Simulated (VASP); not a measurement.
# AlN (F-43m) in VASP: notebook, part 2 of 2

VASP 6.6.1. The steps go on from the part before.

**4. Single point, r2SCAN**

This run uses another cell than the first one, of 10.33 Å³/atom, 0.981 times its volume.

The input, POSCAR:

```
AlN
1.0
    2.1780688272      2.1780688272      0.0000000000
   -2.1780688272      2.1780688272      0.0000000000
    0.0000000000      2.1780688272      2.1780688272
Al N
1 1
Direct
    0.0000000000      0.0000000000      0.0000000000
    0.2500000000      0.7500000000      0.5000000000
```

The input, INCAR.step1:

```
SYSTEM = AlN
ALGO     = Normal         ! electronic algorithm
EDIFF    = 1E-4           ! SCF threshold, eV
ENCUT    = 520            ! plane-wave cutoff, eV
GGA      = PE             ! functional
ISMEAR   = 0              ! smearing method
LASPH    = .True.         ! aspherical terms in the spheres
LCHARG   = .False.        ! write CHGCAR
LREAL    = .False.        ! projectors in reciprocal space
LWAVE    = .True.         ! write WAVECAR
NBANDS   = 11             ! bands
NELM     = 80             ! most SCF steps
PREC     = Accurate       ! precision mode
SIGMA    = 0.01           ! smearing width, eV
```

The input, INCAR.step2:

```
SYSTEM = AlN
ALGO     = Normal         ! electronic algorithm
EDIFF    = 1E-6           ! SCF threshold, eV
ENCUT    = 520            ! plane-wave cutoff, eV
ISIF     = 2              ! what is computed and relaxed
ISMEAR   = 0              ! smearing method
ISTART   = 1            
LASPH    = .True.         ! aspherical terms in the spheres
LCHARG   = .False.        ! write CHGCAR
LMIXTAU  = .True.       
LREAL    = .False.        ! projectors in reciprocal space
LWAVE    = .False.        ! write WAVECAR
METAGGA  = R2SCAN         ! meta-GGA
NBANDS   = 11             ! bands
NELM     = 80             ! most SCF steps
PREC     = Accurate       ! precision mode
SIGMA    = 0.01           ! smearing width, eV
```

The input, KPOINTS:

```
k-points
0
Gamma
  10 10 10
  0 0 0
```

Potentials or basis: VASP PAW PBE potentials, release 64 (Al, N).

Started as:

```console
$ cat potpaw_PBE.64/Al/POTCAR potpaw_PBE.64/N/POTCAR > POTCAR
$ cp INCAR.step1 INCAR
$ mpirun -np 1 vasp_std > vasp.out
$ cp INCAR.step2 INCAR
$ mpirun -np 1 vasp_std > vasp.out
```

OUTCAR:

```text
SYSTEM = AlN
   EDIFF = 1E-6
   ENCUT = 520
   ISIF = 2
   ISMEAR = 0
   ISTART = 1
   LASPH = .True.
   LREAL = .False.
   METAGGA = R2SCAN
   NELM = 80
   PREC = Accurate

 ion  position               nearest neighbor table
   1  0.000  0.000  0.000-   2 1.89   2 1.89   2 1.89   2 1.89
   2  0.250  0.750  0.500-   1 1.89   1 1.89   1 1.89   1 1.89

  LATTYP: Found a face centered cubic cell.
 ALAT       =     4.3561376544

  Lattice vectors:

 A1 = (   0.0000000000,   2.1780688272,   2.1780688272)
 A2 = (   2.1780688272,   0.0000000000,   2.1780688272)
 A3 = (   2.1780688272,   2.1780688272,   0.0000000000)

Analysis of symmetry for initial positions (statically):
=====================================================================
 Subroutine PRICEL returns:
 Original cell was already a primitive cell.

 Routine SETGRP: Setting up the symmetry group for a
 face centered cubic supercell.

 Subroutine GETGRP returns: Found 24 space group operations
 (whereof 24 operations were pure point group operations)
 out of a pool of 48 trial point group operations.

The static configuration has the point symmetry T_d .

Analysis of symmetry for dynamics (positions and initial velocities):
[... 166 lines left out ...]
 k-point     1 :       0.0000    0.0000    0.0000
  band No.  band energies     occupation
      1     -10.0199      2.00000
      2       5.7692      2.00000
      3       5.7692      2.00000
      4       5.7692      2.00000
      5      10.7382      0.00000
      6      19.3747      0.00000
      7      19.3747      0.00000
      8      19.3747      0.00000
      9      24.3714      0.00000
     10      24.3714      0.00000
     11      26.1023      0.00000
[... 309 lines left out ...]
 k-point    24 :       0.4000    0.3000    0.0000
  band No.  band energies     occupation
      1      -7.4695      2.00000
      2       1.1765      2.00000
      3       2.4063      2.00000
      4       4.5602      2.00000
      5      12.2917      0.00000
      6      16.8930      0.00000
      7      19.6433      0.00000
      8      20.3545      0.00000
      9      22.7484      0.00000
     10      26.3069      0.00000
     11      31.4797      0.00000

 [... further k-points ...]
[... 5 lines left out ...]
  --------------------------------------------------------------------------------------
  -------------------------------------------------------------------------------------
  Total        0.2093308      0.2093308      0.2093308      0.0000000     -0.0000000      0.0000000
  in kB       16.2292688     16.2292688     16.2292688      0.0000000     -0.0000000      0.0000000
  external PRESSURE =      16.2292688 kB  Pullay stress =       0.0000000 kB

 VOLUME and BASIS-vectors are now :
 -----------------------------------------------------------------------------
  energy-cutoff  :      520.00
  volume of cell :       20.67
      direct lattice vectors                 reciprocal lattice vectors
     2.178068827  2.178068827  0.000000000     0.229561157  0.229561157 -0.229561157
    -2.178068827  2.178068827  0.000000000    -0.229561157  0.229561157 -0.229561157
     0.000000000  2.178068827  2.178068827     0.000000000  0.000000000  0.459122314

 POSITION                                       TOTAL-FORCE (eV/Angst)
 -----------------------------------------------------------------------------------
      0.00000      0.00000      0.00000         0.000000     -0.000000      0.000000
     -1.08903      3.26710      1.08903        -0.000000      0.000000     -0.000000
 -----------------------------------------------------------------------------------
    total drift:                               -0.000001      0.000000      0.000000

  FREE ENERGIE OF THE ION-ELECTRON SYSTEM (eV)
  ---------------------------------------------------
  free  energy   TOTEN  =       -19.1787336225 eV

  energy  without entropy=      -19.1787336225  energy(sigma->0) =      -19.17873362
```

OUTCAR.step1:

```text
SYSTEM = AlN
   EDIFF = 1E-4
   ENCUT = 520
   GGA = PE
   ISMEAR = 0
   LASPH = .True.
   LREAL = .False.
[... 556 lines left out ...]
      0.00000      0.00000      0.00000        -0.000000     -0.000000      0.000000
     -1.08903      3.26710      1.08903         0.000000      0.000000      0.000000
 -----------------------------------------------------------------------------------
    total drift:                                0.000000      0.000000      0.000000

  FREE ENERGIE OF THE ION-ELECTRON SYSTEM (eV)
  ---------------------------------------------------
  free  energy   TOTEN  =       -14.8345708946 eV

  energy  without entropy=      -14.8345708946  energy(sigma->0) =      -14.83457089
```

OSZICAR.step1:

```text
N       E                     dE             d eps       ncg     rms          rms(c)
DAV:   1     0.963087900832E+01    0.96309E+01   -0.38555E+03  1074   0.599E+02
DAV:   2    -0.164525583972E+02   -0.26083E+02   -0.25136E+02  1248   0.138E+02
DAV:   3    -0.172267449764E+02   -0.77419E+00   -0.77310E+00  1281   0.220E+01
DAV:   4    -0.172307818536E+02   -0.40369E-02   -0.40366E-02  1184   0.174E+00
DAV:   5    -0.172308313039E+02   -0.49450E-04   -0.49450E-04  1247   0.185E-01    0.866E+00
DAV:   6    -0.148453467796E+02    0.23855E+01   -0.11831E+01  1218   0.173E+01    0.284E+00
DAV:   7    -0.148410518378E+02    0.42949E-02   -0.17571E-01  1169   0.326E+00    0.207E+00
DAV:   8    -0.148359529457E+02    0.50989E-02   -0.28074E-02  1115   0.158E+00    0.582E-01
DAV:   9    -0.148345280601E+02    0.14249E-02   -0.40917E-03  1229   0.379E-01    0.233E-01
DAV:  10    -0.148345708946E+02   -0.42834E-04   -0.39654E-04  1109   0.129E-01
   1 F= -.14834571E+02 E0= -.14834571E+02  d E =-.130222-122
```

It took 1.8 min on 1 thread of AMD EPYC 7R13, shared host; peak memory 0.11 GiB.

Results:

```yaml
Free_energy: -19.1787 eV
Pressure: 1.6 GPa
Band_gap_on_the_k_mesh: 3.94 eV, indirect (least direct gap 4.97 eV)
```

Caveat: the PAW data sets were made with another functional, which shifts forces and pressure a little. r2SCAN opens gaps a little over a GGA but as a rule still falls short of measured ones.
